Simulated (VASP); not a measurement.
# BN (Cm) in VASP: a series of runs, part 2 of 2

VASP 6.6.1. The steps go on from the part before.

### Step 5. Single point, PBE (the part above a cut slid along it)

INCAR

```
ALGO     = Normal         # electronic algorithm
EDIFF    = 1E-7           # SCF threshold, eV
ENCUT    = 520            # plane-wave cutoff, eV
GGA      = PE             # functional
ISIF     = 2              # what is computed and relaxed
ISMEAR   = 0              # smearing method
LASPH    = True           # aspherical terms in the spheres
LCHARG   = False          # write CHGCAR
LREAL    = False          # projectors in reciprocal space
LWAVE    = False          # write WAVECAR
NBANDS   = 36             # bands
NELM     = 60             # most SCF steps
PREC     = Accurate       # precision mode
SIGMA    = 0.05           # smearing width, eV
```

KPOINTS

```
k-points
0
Gamma
  10 10 2
```

POSCAR

```
BN
1.0
   -2.5545800960      0.0000000000      0.0000000000
   -1.2772900480     -2.2123312592      0.0000000000
   -2.8739026080     -1.6592484444     12.6735436055
B N
6 6
Direct
    0.4948277030      0.4948277030      0.2291186182
    0.2448277030      0.2448277030      0.5624519516
   -0.0051722970     -0.0051722970      0.8957852849
    0.2864943697      0.2864943697      0.0624519516
    0.0364943697      0.0364943697      0.3957852849
   -0.2135056303     -0.2135056303      0.7291186182
    0.5884806303      0.5884806303      0.1042480484
    0.3384806303      0.3384806303      0.4375813818
    0.0884806303      0.0884806303      0.7709147151
   -0.3698527030     -0.3698527030      0.9375813818
    0.1301472970      0.1301472970      0.2709147151
   -0.1198527030     -0.1198527030      0.6042480484
```

Command:

```console
cat potpaw_PBE.64/B/POTCAR potpaw_PBE.64/N/POTCAR > POTCAR
mpirun -np 1 vasp_std > vasp.out
```

Wall time 1.7 min (1 thread of Intel Xeon Platinum 8559C (Emerald Rapids), shared host); peak memory 0.25 GiB.

The run converged. Its results:

* Free energy: -101.3706 eV
* Pressure: 2.8 GPa
* Largest force: 4.834 eV/Å
* Band gap on the k mesh: 2.65 eV (least direct gap 3.56 eV)

Forces on the atoms (eV/Å):
```
B   -0.285 -0.164  0.507
B    0.001  0.001  0.185
B   -0.276 -0.160 -0.138
B   -2.078 -1.200  1.286
B   -0.014 -0.008  0.191
B    0.031  0.018  0.198
N   -0.833 -0.481  1.705
N   -0.003 -0.002 -0.186
N    0.179  0.103 -0.422
N    3.317  1.915 -2.949
N   -0.043 -0.025 -0.181
N    0.003  0.002 -0.195
```

Stress tensor (GPa, compression positive):
```
 -6.36  -2.52 -15.04
 -2.52  -3.45  -8.69
-15.04  -8.69  18.35
```

Levels at points of the mesh, in eV from the valence-band top:
```csv
k point,band 22,band 23,band 24,band 25,band 26,band 27
"(0.00, 0.00, 0.00)",-0.38,-0.31,0.00,6.44,7.69,7.71
"(0.50, 0.00, 0.00)",-3.32,-2.49,-1.60,3.62,5.52,6.30
"(0.50, 0.50, 0.00)",-3.28,-2.42,-0.95,2.67,5.62,6.30
"(0.00, 0.00, 0.50)",-0.58,-0.29,-0.26,6.50,7.65,7.68
"(0.50, 0.00, 0.50)",-3.03,-2.58,-1.52,3.56,5.48,6.23
"(0.50, 0.50, 0.50)",-2.93,-2.53,-0.91,2.65,5.59,6.26
```

Caveat: the cell differs from its parent crystal (the part above a cut slid along it); the stress differs along the axes, from -6 to 18 GPa; forces of over 1 eV/Å act on the atoms, so gaps and moduli don't describe the material at rest.

### Step 6. Single point, PBE (the part above a cut slid along it)

INCAR

```
SYSTEM = BN
ALGO = Normal ; EDIFF = 1E-6
ENCUT = 520 ; GGA = PE
ISIF = 2 ; ISMEAR = 0
LASPH = .TRUE. ; LCHARG = .FALSE.
LREAL = .FALSE. ; LWAVE = .FALSE.
NBANDS = 36 ; NELM = 100
PREC = Accurate ; SIGMA = 0.05
```

KPOINTS

```
k-points
0
G
  10 10 2
  0 0 0
```

POSCAR

```
BN
1.0
   -2.5545800960      0.0000000000      0.0000000000
   -1.2772900480     -2.2123312592      0.0000000000
   -3.5126753611     -2.0280440653     12.6735436055
B N
6 6
Direct
    0.4566336293      0.4566336293      0.2291186182
    0.1510669627      0.1510669627      0.5624519516
   -0.1544997040     -0.1544997040      0.8957852849
    0.2760836293      0.2760836293      0.0624519516
   -0.0294830373     -0.0294830373      0.3957852849
   -0.3350497040     -0.3350497040      0.7291186182
    0.5711024807      0.5711024807      0.1042480484
    0.2655358140      0.2655358140      0.4375813818
   -0.0400308527     -0.0400308527      0.7709147151
   -0.5261475193     -0.5261475193      0.9375813818
    0.0849858140      0.0849858140      0.2709147151
   -0.2205808527     -0.2205808527      0.6042480484
```

Potentials or basis: VASP PAW PBE potentials, release 64 (B, N).

Command:

```console
cat potpaw_PBE.64/B/POTCAR potpaw_PBE.64/N/POTCAR > POTCAR
mpirun -np 1 vasp_std > vasp.out
```

OUTCAR:

```text
SYSTEM = BN
   EDIFF = 1E-6
   ENCUT = 520
   GGA = PE
   ISIF = 2
   ISMEAR = 0
   LASPH = .TRUE.
   LREAL = .FALSE.
   NELM = 100
   PREC = Accurate

 ion  position               nearest neighbor table
   1  0.457  0.457  0.229-  11 1.57  11 1.57  11 1.57   7 1.58
   2  0.151  0.151  0.562-  12 1.57  12 1.57  12 1.57   8 1.58
   3  0.846  0.846  0.896-  10 1.57  10 1.57  10 1.57   9 1.58
   4  0.276  0.276  0.062-   7 1.57   7 1.57   7 1.57  10 1.62
   5  0.971  0.971  0.396-   8 1.57   8 1.57   8 1.57  11 1.58
   6  0.665  0.665  0.729-   9 1.57   9 1.57   9 1.57  12 1.58
   7  0.571  0.571  0.104-   4 1.57   4 1.57   4 1.57   1 1.58
   8  0.266  0.266  0.438-   5 1.57   5 1.57   5 1.57   2 1.58
   9  0.960  0.960  0.771-   6 1.57   6 1.57   6 1.57   3 1.58
  10  0.474  0.474  0.938-   3 1.57   3 1.57   3 1.57   4 1.62
  11  0.085  0.085  0.271-   1 1.57   1 1.57   1 1.57   5 1.58
  12  0.779  0.779  0.604-   2 1.57   2 1.57   2 1.57   6 1.58

  LATTYP: Found a base centered monoclinic cell.
 ALAT       =     4.4246625183
 B/A-ratio  =     0.5773502692
 C/A-ratio  =     2.8655071195
 COS(beta)  =    -0.0290698981
[... 1142 lines left out ...]
     36      19.0646      0.00000

 [... further k-points ...]

------------------------ aborting loop because EDIFF is reached ----------------------------------------

  FORCE on cell =-STRESS in cart. coord.  units (eV):
  Direction    XX          YY          ZZ          XY          YZ          ZX
  --------------------------------------------------------------------------------------
  -------------------------------------------------------------------------------------
  Total       -0.2062029     -0.2060989      0.6485218     -0.0000901     -2.1732467     -3.7641739
  in kB       -4.6125128     -4.6101865     14.5066591     -0.0020147    -48.6129386    -84.2000818
  external PRESSURE =       1.7613199 kB  Pullay stress =       0.0000000 kB

 VOLUME and BASIS-vectors are now :
 -----------------------------------------------------------------------------
  energy-cutoff  :      520.00
  volume of cell :       71.63
      direct lattice vectors                 reciprocal lattice vectors
    -2.554580096  0.000000000  0.000000000    -0.391453766  0.226005937 -0.072331783
    -1.277290048 -2.212331259  0.000000000     0.000000000 -0.452011875 -0.072331783
    -3.512675361 -2.028044065 12.673543606     0.000000000  0.000000000  0.078904530

 POSITION                                       TOTAL-FORCE (eV/Angst)
 -----------------------------------------------------------------------------------
     -2.55458     -1.47489      2.90374        -0.127627     -0.073686      0.068693
     -2.55458     -1.47489      7.12826         0.000736      0.000425      0.032200
     -6.38645     -3.68722     11.35277        -0.005037     -0.002908     -0.001854
     -1.27729     -0.73744      0.79149        -1.520374     -0.877788     -0.059795
     -5.10916     -2.94978      5.01600        -0.003168     -0.001829      0.033402
     -5.10916     -2.94978      9.24052         0.016912      0.009764      0.034135
     -2.55458     -1.47489      1.32119        -0.262996     -0.151841      0.141512
     -2.55458     -1.47489      5.54571        -0.000666     -0.000384     -0.032116
     -6.38645     -3.68722      9.77022         0.100117      0.057802     -0.069279
     -5.10916     -2.94978     11.88248         1.809408      1.044662     -0.083693
     -1.27729     -0.73744      3.43345        -0.008955     -0.005170     -0.029652
     -5.10916     -2.94978      7.65796         0.001651      0.000953     -0.033553
 -----------------------------------------------------------------------------------
    total drift:                               -0.000063     -0.000036      0.000573

  FREE ENERGIE OF THE ION-ELECTRON SYSTEM (eV)
  ---------------------------------------------------
  free  energy   TOTEN  =      -104.0914885928 eV

  energy  without entropy=     -104.0914885928  energy(sigma->0) =     -104.09148859
```

OSZICAR:

```text
N       E                     dE             d eps       ncg     rms          rms(c)
DAV:   1     0.177650103162E+03    0.17765E+03   -0.25448E+04  4464   0.131E+03
DAV:   2    -0.991290478954E+02   -0.27678E+03   -0.26191E+03  5796   0.300E+02
DAV:   3    -0.109729639480E+03   -0.10601E+02   -0.10547E+02  5936   0.570E+01
DAV:   4    -0.109819681318E+03   -0.90042E-01   -0.89907E-01  5792   0.546E+00
DAV:   5    -0.109820872734E+03   -0.11914E-02   -0.11906E-02  5820   0.586E-01    0.163E+01
DAV:   6    -0.104565867501E+03    0.52550E+01   -0.14266E+01  5528   0.182E+01    0.770E+00
DAV:   7    -0.104177136318E+03    0.38873E+00   -0.83205E-01  5620   0.492E+00    0.468E+00
DAV:   8    -0.104097881209E+03    0.79255E-01   -0.24651E-01  5196   0.267E+00    0.562E-01
DAV:   9    -0.104090925830E+03    0.69554E-02   -0.14053E-02  5692   0.681E-01    0.199E-01
DAV:  10    -0.104091467767E+03   -0.54194E-03   -0.21773E-03  5504   0.249E-01    0.695E-02
DAV:  11    -0.104091470011E+03   -0.22434E-05   -0.28795E-04  5796   0.897E-02    0.171E-02
DAV:  12    -0.104091483974E+03   -0.13963E-04   -0.17859E-05  5724   0.286E-02    0.994E-03
DAV:  13    -0.104091488686E+03   -0.47128E-05   -0.69800E-06  5160   0.149E-02    0.408E-03
DAV:  14    -0.104091488593E+03    0.93571E-07   -0.59579E-07  3340   0.514E-03
   1 F= -.10409149E+03 E0= -.10409149E+03  d E =-.530688E-21
```

stdout:

```text
POSCAR found type information on POSCAR B N
 POSCAR found :  2 types and      12 ions
 scaLAPACK will be used
 LDA part: xc-table for (Slater+PW92), standard interpolation
 POSCAR, INCAR and KPOINTS ok, starting setup
 FFT: planning ... GRIDC
 FFT: planning ... GRID_SOFT
 FFT: planning ... GRID
 WAVECAR not read
 entering main loop
```

It took 86 s on 1 thread of Intel Xeon Platinum 8559C (Emerald Rapids), shared host; peak memory 0.25 GiB.

Results:

| Item | Value |
| --- | --- |
| Free energy | -104.0915 eV |
| Pressure | 0.2 GPa |
| Largest force | 2.091 eV/Å |
| Band gap on the k mesh | 5.16 eV (least direct gap 7.84 eV) |

Forces in eV/Å, atoms in the order of the input:
```
B   -0.128 -0.074  0.069
B    0.001  0.000  0.032
B   -0.005 -0.003 -0.002
B   -1.520 -0.878 -0.060
B   -0.003 -0.002  0.033
B    0.017  0.010  0.034
N   -0.263 -0.152  0.142
N   -0.001  0.000 -0.032
N    0.100  0.058 -0.069
N    1.809  1.045 -0.084
N   -0.009 -0.005 -0.030
N    0.002  0.001 -0.034
```

Caveat: the cell differs from its parent crystal (the part above a cut slid along it); forces of over 1 eV/Å act on the atoms, so gaps and moduli don't describe the material at rest. A k mesh can miss the band edges.

### Step 7. Summary

| cell | gap on the mesh (eV) | pressure (GPa) | largest force (eV/Å) |
| --- | --- | --- | --- |
| a = 2.555, b = 2.555, c = 12.722 Å, angles 85.7, 85.7, 60.0°, 12 atoms | 2.49 | 0.1 | 2.44 |
| a = 2.555, b = 2.555, c = 12.807 Å, angles 82.8, 82.8, 60.0°, 12 atoms | 2.70 | 0.4 | 1.52 |
| a = 2.555, b = 2.555, c = 12.934 Å, angles 80.0, 80.0, 60.0°, 12 atoms | 2.36 | 3.2 | 4.02 |
| a = 2.555, b = 2.555, c = 13.101 Å, angles 77.3, 77.3, 60.0°, 12 atoms | 2.65 | 2.8 | 4.83 |
| a = 2.555, b = 2.555, c = 13.307 Å, angles 74.7, 74.7, 60.0°, 12 atoms | 5.16 | 0.2 | 2.09 |

Alike in all rows: task single point; level PBE; potentials or basis VASP PAW PBE potentials, release 64 (B, N); no spin polarisation; k mesh 10 × 10 × 2; cutoff (eV) 520; smearing gaussian 0.05 eV.

Caveats: forces of over 1 eV/Å act on the atoms, so gaps and moduli don't describe the material at rest; the stress differs along the axes, from -6 to 7 GPa (at least some runs); the stress differs along the axes, from -6 to 9 GPa (at least some runs); the stress differs along the axes, from -8 to 20 GPa (at least some runs); the stress differs along the axes, from -6 to 18 GPa (at least some runs).

Absolute energies hang on the potentials; compare differences alone.
